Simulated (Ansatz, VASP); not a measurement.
# One calculation of Zr2Si3, two programs

```
Zr Si
1.0
     1.98787    1.14769    6.54720
    -1.98787    1.14769    6.54720
     0.00000   -2.29539    6.54720
Zr Si
2 3
Direct
  0.41069 0.41069 0.41069
  0.58931 0.58931 0.58931
  0.00000 0.00000 0.00000
  0.16998 0.16998 0.16998
  0.83002 0.83002 0.83002
```

Alike in both runs: functional PBE; k mesh 12 × 12 × 12; occupations gaussian, width 0.1 eV; no spin polarisation.

Ansatz relaxed the structure, and its values are those at the end. VASP's run is a single point on that final structure, the one shown.

|  | VASP | Ansatz |
| --- | --- | --- |
| version | VASP 6.6.1 | Ansatz 0.2.0 |
| potentials or method | VASP PAW PBE potentials, release 64 (Zr_sv, Si), cutoff 520 eV | scalar-relativistic, plane waves, PAW |
| valence electrons in the cell | 36 | 36 |

```tsv
	VASP	Ansatz	Ansatz less VASP
gap on the k mesh at the Fermi level (eV)	none	none	-
pressure (GPa)	0.0	0.0	0.00
```

A gap of «none» marks a metal or a gap that the smearing closes. With one functional, cell and mesh, what is left measures potentials, basis and numerics.
